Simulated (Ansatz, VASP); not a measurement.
## Si: VASP beside Ansatz

```xyz
4
Lattice="-3.3010 3.3010 1.9083 3.3010 -3.3010 1.9083 3.3010 3.3010 -1.9083" Properties=species:S:1:pos:R:3 pbc="T T T"
Si    1.1807    1.1407    0.0000
Si    2.1203    2.0803    1.9083
Si    2.1203   -2.0803    1.9083
Si   -2.1203    2.1603    1.9083
```

Change from the starting cell: mode 7 frozen in at -0.040 Å and mode 10 at +0.000 Å (largest displacements).

Alike in both runs: task single point; functional LDA; k mesh 10 × 10 × 10; occupations gaussian, width 0.03 eV; no spin polarisation.

|  | VASP | Ansatz |
| --- | --- | --- |
| version | VASP 6.6.1 | Ansatz 0.2.0 |
| potentials or method | VASP PAW LDA potentials, release 64 (Si), cutoff 520 eV | scalar-relativistic, plane waves, PAW |
| valence electrons in the cell | 16 | 16 |

|  | VASP | Ansatz | Ansatz less VASP |
| --- | --- | --- | --- |
| gap on the k mesh at the Fermi level (eV) | 0.18 | 0.19 | +0.006 |
| least direct gap on the mesh (eV) | 0.28 | 0.28 | +0.003 |
| pressure (GPa) | 0.3 | 0.2 | -0.05 |
| traceless stress, the component that is largest in VASP (GPa) | 0.56 | 0.55 | -0.006 |
| rms of the force components (eV/Å) | 0.388 | 0.388 | -0.0007 |

Ansatz warns that its potentials were made for another functional, while VASP's fit it. LDA's correlation is that of Perdew and Zunger in VASP and of Perdew and Wang (1992) in Ansatz. Atom by atom the forces differ by 0.002 eV/Å (rms over components).
